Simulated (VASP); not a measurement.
# Rb2Pt (P-3m1) in VASP: notebook

The runs below take Rb2Pt through single point, relaxation of cell and atoms, with PBE.

All numbers are computed with VASP 6.6.1; they aren't measurements. Logs are shortened: lines on timing, memory, paths and dates and some standing lists are left out, and cuts for length are marked.

## (1) The cell of the first run

Symmetry: P-3m1, No. 164, trigonal system. The conventional cell has a = 5.202 Å, b = 5.202 Å, c = 8.260 Å, α = 90.00°, β = 90.00°, γ = 120.00°. Within 4.3 Å of Rb (site symmetry 3m) lie 3 Pt at 3.30 Å and 3 Rb at 4.07 Å. Pt (site symmetry -3m) has 6 Rb at 3.30 Å within 4.3 Å.

The cell was built from a structure type or drawn by symmetry, and may not be a known phase.

## (2) Single point, PBE

INCAR reads:

```
SYSTEM = Rb2Pt
  PREC = Accurate
  ENCUT = 520
  EDIFF = 1E-7
  ISMEAR = 0
  SIGMA = 0.1
  LREAL = .False.
  LASPH = .True.
  NELM = 60
  ALGO = Normal
  ISIF = 2
  LWAVE = .False.
  LCHARG = .False.
  GGA = PE
  NBANDS = 21
```

KPOINTS reads:

```
regular mesh
0
Gamma
  6 6 2
  0 0 0
```

POSCAR reads:

```
Rb2Pt
1.0
    5.2018355648      0.0000000000      0.0000000000
   -2.6009177824      4.5049217454      0.0000000000
    0.0000000000      0.0000000000      8.2604054147
Rb Pt
2 1
Direct
    0.6666666667      0.3333333333      0.8335392321
    0.3333333333      0.6666666667      0.1664607679
    0.0000000000      0.0000000000      0.0000000000
```

Potentials or basis: VASP PAW PBE potentials, release 64 (Rb_sv, Pt).

Command:

```console
cat potpaw_PBE.64/Rb_sv/POTCAR potpaw_PBE.64/Pt/POTCAR > POTCAR
mpirun -np 1 vasp_std > vasp.out
```

OUTCAR:

```text
SYSTEM = Rb2Pt
   PREC = Accurate
   ENCUT = 520
   EDIFF = 1E-7
   ISMEAR = 0
   LREAL = .False.
   LASPH = .True.
   NELM = 60
   ISIF = 2
   GGA = PE

 ion  position               nearest neighbor table
   1  0.667  0.333  0.834-   3 3.30   3 3.30   3 3.30   2 4.07   2 4.07   2 4.07
   2  0.333  0.667  0.166-   3 3.30   3 3.30   3 3.30   1 4.07   1 4.07   1 4.07
   3  0.000  0.000  0.000-   1 3.30   2 3.30   2 3.30   1 3.30   1 3.30   2 3.30

  LATTYP: Found a hexagonal cell.
 ALAT       =     5.2018355648
 C/A-ratio  =     1.5879789570

  Lattice vectors:

 A1 = (   5.2018355648,   0.0000000000,   0.0000000000)
 A2 = (  -2.6009177824,   4.5049217454,   0.0000000000)
 A3 = (   0.0000000000,   0.0000000000,   8.2604054147)

Analysis of symmetry for initial positions (statically):
=====================================================================
 Subroutine PRICEL returns:
 Original cell was already a primitive cell.

 Routine SETGRP: Setting up the symmetry group for a
 hexagonal supercell.

 Subroutine GETGRP returns: Found 12 space group operations
 (whereof 12 operations were pure point group operations)
 out of a pool of 24 trial point group operations.

The static configuration has the point symmetry D_3d.

Analysis of symmetry for dynamics (positions and initial velocities):
=====================================================================
 Subroutine PRICEL returns:
 Original cell was already a primitive cell.

 Routine SETGRP: Setting up the symmetry group for a
 hexagonal supercell.

 Subroutine GETGRP returns: Found 12 space group operations
 (whereof 12 operations were pure point group operations)
 out of a pool of 24 trial point group operations.

The dynamic configuration has the point symmetry D_3d.

 Subroutine INISYM returns: Found 12 space group operations
 (whereof 12 operations are pure point group operations),
 and found     1 'primitive' translations

----------------------------------------------------------------------------------------

                                     Primitive cell

  volume of cell :     193.5732

  direct lattice vectors                    reciprocal lattice vectors
     5.201835565  0.000000000  0.000000000     0.192239833  0.110989719  0.000000000
    -2.600917782  4.504921745  0.000000000     0.000000000  0.221979439  0.000000000
     0.000000000  0.000000000  8.260405415     0.000000000  0.000000000  0.121059434

  length of vectors
     5.201835565  5.201835565  8.260405415     0.221979439  0.221979439  0.121059434

  position of ions in fractional coordinates (direct lattice)
     0.666666667  0.333333333  0.833539232
     0.333333333  0.666666667  0.166460768
     0.000000000  0.000000000  0.000000000

  ion indices of the primitive-cell ions
   primitive index   ion index
                 1           1
                 2           2
                 3           3

----------------------------------------------------------------------------------------

 KPOINTS: regular mesh

Automatic generation of k-mesh.
 Grid dimensions read from file:
 generate k-points for:    6    6    2

 Generating k-lattice:

  Cartesian coordinates                     Fractional coordinates (reciprocal lattice)
     0.032039972  0.018498287  0.000000000     0.166666667  0.000000000  0.000000000
     0.000000000  0.036996573  0.000000000     0.000000000  0.166666667  0.000000000
     0.000000000  0.000000000  0.060529717     0.000000000  0.000000000  0.500000000

  Length of vectors
     0.036996573  0.036996573  0.060529717

  Shift w.r.t. Gamma in fractional coordinates (k-lattice)
     0.000000000  0.000000000  0.000000000

 Subroutine IBZKPT returns following result:
 ===========================================

 Found     14 irreducible k-points:

 Following reciprocal coordinates:
            Coordinates               Weight
  0.000000  0.000000  0.000000      1.000000
  0.166667  0.000000  0.000000      6.000000
  0.333333  0.000000  0.000000      6.000000
  0.500000  0.000000  0.000000      3.000000
  0.166667  0.166667  0.000000      6.000000
  0.333333  0.166667  0.000000     12.000000
  0.333333  0.333333  0.000000      2.000000
  0.000000  0.000000  0.500000      1.000000
  0.166667  0.000000  0.500000      6.000000
  0.333333  0.000000  0.500000      6.000000
  0.500000  0.000000  0.500000      3.000000
  0.166667  0.166667  0.500000      6.000000
  0.333333  0.166667  0.500000     12.000000
  0.333333  0.333333  0.500000      2.000000
   k-points           NKPTS =     14   k-points in BZ     NKDIM =     14   number of bands    NBANDS=     21
   number of dos      NEDOS =    301   number of ions     NIONS =      3
   total plane-waves  NPLWV = 102400
   dimension x,y,z NGX =    40 NGY =   40 NGZ =   64
   dimension x,y,z NGXF=    80 NGYF=   80 NGZF=  128
   ions per type =               2   1
   NGX,Y,Z   is equivalent  to a cutoff of  12.78, 12.78, 12.88 a.u.
   NGXF,Y,Z  is equivalent  to a cutoff of  25.57, 25.57, 25.76 a.u.
 SYSTEM =  Rb2Pt
   PREC   = accura    normal or accurate (medium, high low for compatibility)
   ISTART =      0    job   : 0-new  1-cont  2-samecut
   ICHARG =      2    charge: 1-file 2-atom 10-const
   ISPIN  =      1    spin polarized calculation?
   LNONCOLLINEAR =      F non collinear calculations
   LSORBIT =      F    spin-orbit coupling
   LASPH  =      T    aspherical Exc in radial PAW
   ENCUT  =  520.0 eV  38.22 Ry    6.18 a.u.   9.67  9.67 15.36*2*pi/ulx,y,z
   NELM   =     60;   NELMIN=  2; NELMDL= -5     # of ELM steps
   EDIFF  = 0.1E-06   stopping-criterion for ELM
   LREAL  =      F    real-space projection
   EDIFFG = 0.1E-05   stopping-criterion for IOM
   NSW    =      0    number of steps for IOM
   IBRION =     -1    ionic relax: 0-MD 1-quasi-New 2-CG
   NFREE  =      0    steps in history (QN), initial steepest desc. (CG)
   ISIF   =      2    stress and relaxation
   ISYM   =      2    0-nonsym 1-usesym 2-fastsym
   POTIM  = 0.5000    time-step for ionic-motion
   TEBEG  =    0.0;   TEEND  =   0.0 temperature during run
   PSTRESS=    0.0 pullay stress
   NELECT =      28.0000    total number of electrons
   NUPDOWN=      -1.0000    fix difference up-down
   EMIN   =  10.00;   EMAX   =-10.00  energy-range for DOS
   EFERMI =   0.00;   METHOD = LEGACY
   ISMEAR =     0;   SIGMA  =   0.10  broadening in eV -4-tet -1-fermi 0-gaus
   EFERMI_NEDOS =   21; number of points for ismear=-14 and -15
   IALGO  =     38    algorithm
   IMIX   =      4    mixing-type and parameters
     AMIX     =   0.40;   BMIX     =  1.00
     AMIX_MAG =   1.60;   BMIX_MAG =  1.00
  volume/ion in A,a.u.               =      64.52       435.43
  Fermi-wavevector in a.u.,A,eV,Ry     =   0.859368  1.623970 10.048081  0.738513
  Thomas-Fermi vector in A             =   1.976712
   LORBIT       =      0    0 simple, 1 ext, 2 COOP (PROOUT), +10 PAW based schemes
   GGA     = PE    functional components
   LHFCALC =     F    Hartree Fock is set to
   AEXX    =    0.0000 exact exchange contribution
   IVDW    =     0    specifies the selected vdW correction
   LEPSILON=     F    determine dielectric tensor
   LRPA    =     F    only Hartree local field effects (RPA)
 non-spin polarized calculation
 Gauss-broadening in eV      SIGMA  =   0.10
  energy-cutoff  :      520.00
  volume of cell :      193.57
 maximum number of plane-waves:      5250
 NGX is ok and might be reduce to    40
   NGX = 19   NGY = 19   NGZ = 31

 number of electron      28.0000000 magnetization

 Free energy of the ion-electron system (eV)
  ---------------------------------------------------
  ext. energy  EPLUGINS =         0.00000000
  ---------------------------------------------------
  free energy    TOTEN  =        -7.52229901 eV

  energy without entropy =       -7.52229719  energy(sigma->0) =       -7.52229810

 E-fermi :  -0.0719     XC(G=0):  -5.5365

 val. band max:       -0.3771826580   @ k =   0.5000   0.0000   0.0000
 cond. band min:       0.1899319321   @ k =   0.0000   0.0000   0.5000
 fundamental gap:      0.5671145902
 Fermi energy:        -0.0719434326

 k-point     1 :       0.0000    0.0000    0.0000
  band No.  band energies     occupation
      1     -27.3353      2.00000
      2     -27.3025      2.00000
      3     -11.6756      2.00000
      4     -11.4586      2.00000
      5     -11.4586      2.00000
      6     -11.4414      2.00000
[... 13 lines left out ...]
     20       5.5377      0.00000
     21       5.5377      0.00000

 k-point     2 :       0.1667    0.0000    0.0000
  band No.  band energies     occupation
      1     -27.3328      2.00000
      2     -27.3040      2.00000
      3     -11.6688      2.00000
      4     -11.5131      2.00000
      5     -11.4637      2.00000
      6     -11.4050      2.00000
[... 13 lines left out ...]
     20       5.1047      0.00000
     21       5.3803      0.00000

 k-point     3 :       0.3333    0.0000    0.0000
  band No.  band energies     occupation
      1     -27.3266      2.00000
      2     -27.3082      2.00000
      3     -11.6519      2.00000
      4     -11.5756      2.00000
      5     -11.4735      2.00000
      6     -11.4064      2.00000
[... 13 lines left out ...]
     20       4.3478      0.00000
     21       5.1293      0.00000

 k-point     4 :       0.5000    0.0000    0.0000
  band No.  band energies     occupation
      1     -27.3219      2.00000
      2     -27.3119      2.00000
      3     -11.6251      2.00000
      4     -11.6228      2.00000
      5     -11.4783      2.00000
      6     -11.4133      2.00000
[... 13 lines left out ...]
     20       3.9758      0.00000
     21       4.8974      0.00000

 k-point     5 :       0.1667    0.1667    0.0000
  band No.  band energies     occupation
      1     -27.3283      2.00000
      2     -27.3070      2.00000
      3     -11.6569      2.00000
      4     -11.5523      2.00000
      5     -11.4869      2.00000
      6     -11.3879      2.00000
[... 13 lines left out ...]
     20       4.4883      0.00000
     21       4.9762      0.00000

 k-point     6 :       0.3333    0.1667    0.0000
  band No.  band energies     occupation
      1     -27.3221      2.00000
      2     -27.3117      2.00000
      3     -11.6342      2.00000
      4     -11.5962      2.00000
      5     -11.5122      2.00000
      6     -11.3916      2.00000
[... 13 lines left out ...]
     20       3.8543      0.00000
     21       4.6748      0.00000

 k-point     7 :       0.3333    0.3333    0.0000
  band No.  band energies     occupation
      1     -27.3167      2.00000
      2     -27.3167      2.00000
      3     -11.6073      2.00000
      4     -11.6073      2.00000
      5     -11.5503      2.00000
      6     -11.3778      2.00000
[... 13 lines left out ...]
     20       3.4056      0.00000
     21       4.7009      0.00000

 k-point     8 :       0.0000    0.0000    0.5000
  band No.  band energies     occupation
      1     -27.3353      2.00000
      2     -27.3025      2.00000
      3     -11.6705      2.00000
      4     -11.4583      2.00000
      5     -11.4583      2.00000
      6     -11.4474      2.00000
[... 13 lines left out ...]
     20       5.3648      0.00000
     21       5.3648      0.00000

 k-point     9 :       0.1667    0.0000    0.5000
  band No.  band energies     occupation
      1     -27.3327      2.00000
      2     -27.3041      2.00000
      3     -11.6649      2.00000
      4     -11.5164      2.00000
      5     -11.4632      2.00000
      6     -11.4064      2.00000
[... 13 lines left out ...]
     20       4.7645      0.00000
     21       5.2896      0.00000

 k-point    10 :       0.3333    0.0000    0.5000
  band No.  band energies     occupation
      1     -27.3265      2.00000
      2     -27.3083      2.00000
      3     -11.6508      2.00000
      4     -11.5788      2.00000
      5     -11.4729      2.00000
      6     -11.4055      2.00000
[... 13 lines left out ...]
     20       4.6320      0.00000
     21       4.9540      0.00000

 k-point    11 :       0.5000    0.0000    0.5000
  band No.  band energies     occupation
      1     -27.3218      2.00000
      2     -27.3120      2.00000
      3     -11.6255      2.00000
      4     -11.6255      2.00000
      5     -11.4777      2.00000
      6     -11.4117      2.00000
[... 13 lines left out ...]
     20       4.1833      0.00000
     21       4.9190      0.00000

 k-point    12 :       0.1667    0.1667    0.5000
  band No.  band energies     occupation
      1     -27.3283      2.00000
      2     -27.3070      2.00000
      3     -11.6550      2.00000
      4     -11.5560      2.00000
      5     -11.4861      2.00000
      6     -11.3877      2.00000
[... 13 lines left out ...]
     20       4.2410      0.00000
     21       4.9874      0.00000

 k-point    13 :       0.3333    0.1667    0.5000
  band No.  band energies     occupation
      1     -27.3220      2.00000
      2     -27.3118      2.00000
      3     -11.6347      2.00000
      4     -11.5989      2.00000
      5     -11.5115      2.00000
      6     -11.3899      2.00000
[... 13 lines left out ...]
     20       4.4459      0.00000
     21       4.8802      0.00000

 k-point    14 :       0.3333    0.3333    0.5000
  band No.  band energies     occupation
      1     -27.3167      2.00000
      2     -27.3167      2.00000
      3     -11.6093      2.00000
      4     -11.6093      2.00000
      5     -11.5494      2.00000
      6     -11.3757      2.00000
[... 13 lines left out ...]
     20       4.7692      0.00000
     21       5.1310      0.00000

------------------------ aborting loop because EDIFF is reached ----------------------------------------

  FORCE on cell =-STRESS in cart. coord.  units (eV):
  Direction    XX          YY          ZZ          XY          YZ          ZX
  --------------------------------------------------------------------------------------
  -------------------------------------------------------------------------------------
  Total        0.0978993      0.0978993      0.0144708      0.0000000     -0.0000000      0.0000000
  in kB        0.8102982      0.8102982      0.1197724      0.0000000     -0.0000000      0.0000000
  external PRESSURE =       0.5801229 kB  Pullay stress =       0.0000000 kB

 VOLUME and BASIS-vectors are now :
 -----------------------------------------------------------------------------
  energy-cutoff  :      520.00
  volume of cell :      193.57
      direct lattice vectors                 reciprocal lattice vectors
     5.201835565  0.000000000  0.000000000     0.192239833  0.110989719  0.000000000
    -2.600917782  4.504921745  0.000000000     0.000000000  0.221979439  0.000000000
     0.000000000  0.000000000  8.260405415     0.000000000  0.000000000  0.121059434

 POSITION                                       TOTAL-FORCE (eV/Angst)
 -----------------------------------------------------------------------------------
      2.60092      1.50164      6.88537        -0.000000      0.000000     -0.022671
     -0.00000      3.00328      1.37503         0.000000     -0.000000      0.022671
      0.00000      0.00000      0.00000        -0.000000      0.000000      0.000000
 -----------------------------------------------------------------------------------
    total drift:                                0.000000     -0.000000      0.000000

  FREE ENERGIE OF THE ION-ELECTRON SYSTEM (eV)
  ---------------------------------------------------
  free  energy   TOTEN  =        -7.5222990131 eV

  energy  without entropy=       -7.5222971945  energy(sigma->0) =       -7.52229810
```

It took 1.7 min on 1 thread of Intel Xeon 8259CL, shared host; peak memory 0.31 GiB.

Results:

```yaml
Free_energy: -7.5223 eV
Pressure: 0.1 GPa
Largest_force: 0.023 eV/Å
Band_gap_on_the_k_mesh: 0.57 eV (least direct gap 0.63 eV)
```

Forces in eV/Å, atoms in the order of the input:
```
Rb   0.000  0.000 -0.023
Rb   0.000  0.000  0.023
Pt   0.000  0.000  0.000
```

Caveat: spin-orbit coupling is left out, which moves the levels of the heavy elements. A k mesh can miss the band edges.

## (3) Relaxation of cell and atoms, PBE

This run uses another cell than the first one, of 64.15 Å³/atom.

INCAR reads:

```
SYSTEM = Rb2Pt
PREC = Accurate
ENCUT = 600
EDIFF = 1E-7
ISMEAR = 0
SIGMA = 0.1
LREAL = .False.
LASPH = .True.
NELM = 60
ALGO = Normal
ISIF = 3
LWAVE = .False.
LCHARG = .False.
GGA = PE
IBRION = 2
NSW = 90
EDIFFG = -0.04
```

KPOINTS is that of step 2.

POSCAR reads:

```
Rb2Pt
1.0
    4.7367731000      0.0000000000      0.0000000000
   -2.3683865500      4.1021658400      0.0000000000
    0.0000000000      0.0000000000      9.9038595200
Rb Pt
2 1
Direct
    0.6666666700      0.3333333300      0.7117676800
    0.3333333300      0.6666666700      0.2882323200
    0.0000000000      0.0000000000      0.0000000000
```

Potentials or basis: VASP PAW PBE potentials, release 64 (Rb_sv, Pt).

Command:

```console
cat potpaw_PBE.64/Rb_sv/POTCAR potpaw_PBE.64/Pt/POTCAR > POTCAR
mpirun -np 1 vasp_std > vasp.out
```

It took 23 min on 1 thread of Intel Xeon 8259CL, shared host; peak memory 0.42 GiB.

The run converged. Its results:

```yaml
Free_energy: -7.5278 eV
Relaxed_volume: 51.35 Å³/atom
Relaxed_cell: a = 5.178 Å, b = 5.178 Å, c = 6.634 Å, α = 90.00°, β = 90.00°, γ = 120.00°
Space_group_after_relaxing_to_0.1_Å: P-3m1 (No. 164)
Energy_gained_by_relaxing: 589.6 meV/atom
Ionic_steps: 17
Pressure_after_relaxing: 0.1 GPa
Band_gap_on_the_k_mesh: 0.52 eV (least direct gap 0.57 eV)
```

Forces in eV/Å, atoms in the order of the input:
```
Rb   0.000  0.000 -0.003
Rb   0.000  0.000  0.003
Pt   0.000  0.000  0.000
```

Stress tensor (GPa, compression positive):
```
0.12 0.00 0.00
0.00 0.12 0.00
0.00 0.00 0.03
```

Step by step:
| step | energy change (eV) | largest force (eV/Å) | pressure (GPa) | volume (Å³) |
| --- | --- | --- | --- | --- |
| 1 | 0.0000 | 0.9070 | -1.75 | 192.44 |
| 2 | -0.3961 | 0.9610 | -1.60 | 173.45 |
| 3 | -1.2396 | 0.3909 | 1.36 | 121.95 |
| 4 | -1.4578 | 0.3038 | 1.15 | 125.83 |
| 5 | -1.7486 | 0.0259 | 0.38 | 133.50 |
| 6 | -1.7479 | 0.0331 | 0.36 | 133.61 |
| 7 | -1.7536 | 0.0512 | -0.06 | 138.42 |
| 8 | -1.7536 | 0.0472 | -0.05 | 138.19 |
| 9 | -1.7558 | 0.0512 | -0.01 | 138.67 |
| 10 | -1.7582 | 0.0624 | 0.07 | 140.04 |
| 11 | -1.7602 | 0.0682 | 0.01 | 142.10 |
| 12 | -1.7624 | 0.0775 | -0.09 | 145.58 |
| 13 | -1.7635 | 0.0935 | -0.24 | 152.65 |
| 14 | -1.7637 | 0.0874 | -0.19 | 150.09 |
| 15 | -1.7647 | 0.0785 | -0.15 | 150.49 |
| 16 | -1.7671 | 0.0522 | -0.08 | 151.68 |
| 17 | -1.7688 | 0.0027 | 0.09 | 154.04 |

Final structure:
```xyz
3
Lattice="5.1781 0.0000 0.0000 -2.5891 4.4844 0.0000 0.0000 0.0000 6.6337" Properties=species:S:1:pos:R:3 pbc="T T T"
Rb    2.5891    1.4948    5.2291
Rb    0.0000    2.9896    1.4047
Pt    0.0000    0.0000    6.6337
```

Levels at points of the mesh, in eV from the valence-band top:
```tsv
k point	band 12	band 13	band 14	band 15	band 16	band 17
(0.00, 0.00, 0.00)	-0.10	-0.07	-0.07	1.92	2.50	3.89
(0.50, 0.00, 0.00)	-0.11	-0.09	0.00	1.33	3.11	3.75
(0.00, 0.00, 0.50)	-0.06	-0.06	-0.05	0.52	3.81	3.81
(0.50, 0.00, 0.50)	-0.09	-0.05	0.00	1.72	2.52	2.91
```

Caveat: the volume moved by over 15 % at a fixed basis, so the end points are rough; spin-orbit coupling is left out, which moves the levels of the heavy elements. A k mesh can miss the band edges.
